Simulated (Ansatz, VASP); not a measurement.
Two plane-wave programs on NaF

```
CELL_PARAMETERS angstrom
0.00000 2.35815 2.25360
2.35815 0.00000 2.25360
2.35815 2.35815 0.00000
ATOMIC_POSITIONS crystal
Na 0.00000 0.00000 0.00000
F 0.50000 0.50000 0.50000
```

Change from the starting cell: strain +0.015 along x and y, -0.030 along z, atoms carried along.

Alike in both runs: task single point; functional PBEsol; k mesh 8 × 8 × 8; occupations gaussian, width 0.05 eV; no spin polarisation.

|  | VASP | Ansatz |
| --- | --- | --- |
| version | VASP 6.6.1 | Ansatz 0.2.0 |
| potentials or method | VASP PAW PBE potentials, release 64 (Na_pv, F), cutoff 520 eV | scalar-relativistic, plane waves, PAW |
| valence electrons in the cell | 14 | 16 |

```csv
,VASP,Ansatz,Ansatz less VASP
gap on the k mesh at the Fermi level (eV),6.12,6.14,+0.021
least direct gap on the mesh (eV),6.12,6.14,+0.021
pressure (GPa),-0.3,-0.2,+0.08
"traceless stress, the component that is largest in VASP (GPa)",2.60,2.48,-0.115
```

VASP's potentials were made for PBE, not for PBEsol. With one functional, cell and mesh, what is left measures potentials, basis and numerics. VASP's potentials hold 14 valence electrons a cell and Ansatz's 16, so a difference there can come from the potentials and not from the codes.
